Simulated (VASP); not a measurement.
A run of VASP 6.6.1 is set up as follows.

Contents of INCAR:

```
ALGO = Normal ; EDIFF = 1E-6
ENCUT = 520 ; GGA = PS
ISIF = 2 ; ISMEAR = 0
LASPH = True ; LCHARG = True
LELF = True ; LREAL = False
LVHAR = True ; LWAVE = False
NBANDS = 26 ; NELM = 60
PREC = Accurate ; SIGMA = 0.05
```

File KPOINTS:

```
k-points
0
Gamma
  12 12 6
```

POSCAR

```
GaN
1.0
    3.2780558418      0.0000000000      0.0000000000
   -1.6390279209      2.8388796340      0.0000000000
    0.0000000000      0.0000000000      5.1076446883
Ga N
2 2
Direct
    0.3333333333      0.6666666667      0.9991941071
    0.6666666667      0.3333333333      0.4991941071
    0.3333333333      0.6666666667      0.3758058929
    0.6666666667      0.3333333333      0.8758058929
```

Potentials or basis: VASP PAW PBE potentials, release 64 (Ga_d, N).

Run with:

```bash
$ cat potpaw_PBE.64/Ga_d/POTCAR potpaw_PBE.64/N/POTCAR > POTCAR
$ mpirun -np 1 vasp_std > vasp.out
```

Q: Predict the band gap on the k mesh.

A: 1.60 eV, direct.

Q: Estimate the largest force.

A: 0.422 eV/Å.

Q: Estimate the pressure.

A: -7.1 GPa.

Stress tensor (GPa, compression positive):
```
-12.26   0.00   0.00
  0.00 -12.26   0.00
  0.00   0.00   3.11
```

Caveat: the cell differs from its parent crystal (strain +0.030 along x and y, -0.015 along z); the PAW data sets were made with another functional, which shifts forces and pressure a little.
